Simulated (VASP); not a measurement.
A run of VASP 6.6.1:

Contents of INCAR:

```
  ALGO = Normal
  EDIFF = 1E-6
  ENCUT = 600
  GGA = CA
  GGA_COMPAT = F
  ISIF = 2
  ISMEAR = -1
  LASPH = T
  LCHARG = T
  LELF = T
  LREAL = F
  LVHAR = T
  LWAVE = F
  NBANDS = 23
  NELM = 120
  PREC = Accurate
  SIGMA = 0.1
```

File KPOINTS:

```
k-points
0
Gamma
  7 7 2
```

Contents of POSCAR:

```
CaMg2
1.0
    3.4682900000      0.0000000000      0.0000000000
   -1.7341450000      3.0036272477      0.0000000000
    0.0000000000      0.0000000000     16.7985200000
Ca Mg
2 4
Direct
    0.3333333333      0.6666666667      0.7500000000
    0.6666666667      0.3333333333      0.2500000000
    0.6666666667      0.3333333333      0.5790600000
    0.3333333333      0.6666666667      0.0790600000
    0.3333333333      0.6666666667      0.4209400000
    0.6666666667      0.3333333333      0.9209400000
```

Potentials or basis: VASP PAW LDA potentials, release 64 (Ca_sv, Mg).

The run is started by

```sh
$ cat potpaw_LDA.64/Ca_sv/POTCAR potpaw_LDA.64/Mg/POTCAR > POTCAR
$ mpirun -np 1 vasp_std > vasp.out
```

Hardware: 1 thread of Intel(R) Xeon(R) Platinum 8488C (Sapphire Rapids), on a shared host.

Task: How long does it take, and how much memory?

Result: Run time: 72 s on 1 thread of Intel(R) Xeon(R) Platinum 8488C (Sapphire Rapids), on a shared host, peak memory 0.28 GiB. Counts: scf iterations 14, k points 16.
